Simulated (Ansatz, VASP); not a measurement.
**Sb: VASP beside Ansatz**

Contents of INCAR:

```
SYSTEM = Sb
  ALGO = Normal
  EDIFF = 1E-6
  EDIFFG = -0.01
  ENCUT = 600
  GGA = RP
  IBRION = 2
  ISIF = 3
  ISMEAR = -1
  IVDW = 13
  LASPH = .True.
  LCHARG = .False.
  LREAL = .False.
  LWAVE = .False.
  NELM = 80
  NSW = 60
  PREC = Accurate
  SIGMA = 0.05
```

KPOINTS

```
k-points
0
Gamma
  12 12 12
  0 0 0
```

POSCAR

```
Sb
1.0
   -1.5765401831      1.5765401831      2.7119384313
    1.5765401831     -1.5765401831      2.7119384313
    1.5765401831      1.5765401831     -2.7119384313
Sb
1
Direct
    0.0000000000      0.0000000000      0.0000000000
```

Contents of input.yaml:

```yaml
crystal:
  lattice:
    - [-1.5765401831, 1.5765401831, 2.7119384313]
    - [1.5765401831, -1.5765401831, 2.7119384313]
    - [1.5765401831, 1.5765401831, -2.7119384313]
  atoms:
    - { symbol: Sb, position: [0.0, 0.0, 0.0] }
hamiltonian:
  xc: rpbe
  pseudopotentials: { kind: paw }
  dispersion: d4
kpoints:
  mp_grid: { grid: [12, 12, 12] }
scf:
  occupations: { method: fermi_dirac, width: 0.05 }
output:
  forces: true
  stress: true
  eigenvalues: true
  write_density: true
  write_potential: true
  elf: true
  volumetric_format: npy
relax:
  f_tol: 0.01
  max_steps: 40
  cell: { stress_tol: 0.05 }
```

Alike in both runs: task relaxation of cell and atoms; functional RPBE; dispersion D4; k mesh 12 × 12 × 12; occupations fermi-dirac, width 0.05 eV; no spin polarisation.

|  | VASP | Ansatz |
| --- | --- | --- |
| version | VASP 6.6.1 | Ansatz 0.2.0 |
| potentials or method | VASP PAW PBE potentials, release 64 (Sb) | Ansatz PAW |
| plane-wave cutoff (eV) | 600 | 420 |
| valence electrons in the cell | 5 | 15 |

VASP gave:

| Property | Result |
| --- | --- |
| gap on the k mesh at the Fermi level, each at its own relaxed structure (eV) | none |
| relaxed volume (Å³/atom) | 25.70 |
| relaxed cell length with the largest relative difference (Å) | 3.409 |

**Question.** Which values does Ansatz return?

**Answer.** gap on the k mesh at the Fermi level, each at its own relaxed structure (eV): none; relaxed volume (Å³/atom): 25.79; relaxed cell length with the largest relative difference (Å): 3.415.

VASP's potentials were made for PBE, not for RPBE. A gap of «none» marks a metal or a gap that the smearing closes. VASP's potentials hold 5 valence electrons a cell and Ansatz's 15, so a difference there can come from the potentials and not from the codes.

Spin-orbit coupling is off throughout. Noted on Ansatz's run: the plane-wave basis is chosen anew once the cell has moved, so the energies of steps on either side of that aren't comparable.
